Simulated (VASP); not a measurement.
Wanted: the native input for a VASP 6.6.1 run.

| Quantity | Value |
| --- | --- |
| Task | single point |
| Functional | PBE |
| Dispersion | D3(BJ) |
| Potentials or basis | VASP PAW PBE potentials, release 64 (Al) |
| Cutoff | 500 eV |
| k mesh | 8 × 8 × 8 |
| Occupations | gaussian, width 0.1 eV |
| Spin | no spin polarisation |
| Dipole correction | no |
| Further INCAR settings | ALGO = Normal; EDIFF = 1e-06; NBANDS = 8 |

The structure of Al lies in POSCAR:

```
Al
1.0
    0.0000000000      2.0100000000      2.0100000000
    2.0100000000      0.0000000000      2.0100000000
    2.0100000000      2.0100000000      0.0000000000
Al
1
Direct
    0.0000000000      0.0000000000      0.0000000000
```

These files were run (other wordings do the same):

INCAR

```
  ALGO = Normal
  EDIFF = 1E-6
  ENCUT = 500
  GGA = PE
  GGA_COMPAT = False
  ISIF = 2
  ISMEAR = 0
  IVDW = 12
  LASPH = True
  LCHARG = False
  LREAL = False
  LWAVE = False
  NBANDS = 8
  NELM = 120
  PREC = Accurate
  SIGMA = 0.1
```

KPOINTS

```
k-points
0
Gamma
  8 8 8
```

Potentials or basis: VASP PAW PBE potentials, release 64 (Al).

Launch:

```sh
$ cat potpaw_PBE.64/Al/POTCAR > POTCAR
$ mpirun -np 1 vasp_std > vasp.out
```

It gave:

| Quantity | Value |
| --- | --- |
| Pressure | -2.1 GPa |
| Dispersion energy per atom | -0.342 eV |

Caveat: pairwise dispersion overbinds metals, which lowers pressure and volume.

It took 8.1 s on 1 thread of AMD EPYC 7R13, on a shared host, peak memory 0.11 GiB.
